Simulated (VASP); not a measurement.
A run of VASP 6.6.1:

INCAR

```
SYSTEM = Si
PREC     = Accurate       ! precision mode
ENCUT    = 520            ! plane-wave cutoff, eV
EDIFF    = 1E-6           ! SCF threshold, eV
ISMEAR   = 0              ! smearing method
SIGMA    = 0.02           ! smearing width, eV
LREAL    = Auto         
LASPH    = .TRUE.         ! aspherical terms in the spheres
NELM     = 60             ! most SCF steps
ALGO     = Normal         ! electronic algorithm
ISIF     = 2              ! what is computed and relaxed
LWAVE    = .FALSE.        ! write WAVECAR
LCHARG   = .FALSE.        ! write CHGCAR
GGA      = PE             ! functional
IBRION   = 2              ! ionic algorithm
NSW      = 80             ! ionic steps
EDIFFG   = -0.03          ! ionic threshold
```

File KPOINTS:

```
regular mesh
0
G
  2 2 2
  0 0 0
```

File POSCAR:

```
Si
1.0
    0.0000000000      5.4300000000      5.4300000000
    5.4300000000      0.0000000000      5.4300000000
    5.4300000000      5.4300000000      0.0000000000
Si
17
Direct
    0.0000000000      0.0000000000      0.0000000000
    0.1250000000      0.1250000000      0.1250000000
    0.0000000000      0.0000000000      0.5000000000
    0.1250000000      0.1250000000      0.6250000000
    0.0000000000      0.5000000000      0.0000000000
    0.1250000000      0.6250000000      0.1250000000
    0.0000000000      0.5000000000      0.5000000000
    0.1250000000      0.6250000000      0.6250000000
    0.5000000000      0.0000000000      0.0000000000
    0.6250000000      0.1250000000      0.1250000000
    0.5000000000      0.0000000000      0.5000000000
    0.6250000000      0.1250000000      0.6250000000
    0.5000000000      0.5000000000      0.0000000000
    0.6250000000      0.6250000000      0.1250000000
    0.5000000000      0.5000000000      0.5000000000
    0.6250000000      0.6250000000      0.6250000000
    0.3798911300      0.3721060800      0.3698962700
```

Potentials or basis: VASP PAW PBE potentials, release 64 (Si).

The run is started by

```bash
$ cat potpaw_PBE.64/Si/POTCAR > POTCAR
$ mpirun -np 1 vasp_std > vasp.out
```

Hardware: 1 thread of Oxide Virtual Turin-like Processor, with other jobs on the host.

Question: How long does it take, and how much memory?

Answer: It took 9.5 min on 1 thread of Oxide Virtual Turin-like Processor, on a shared host, peak memory 0.49 GiB. Counts: scf iterations 43, k points 8, ion steps 7.
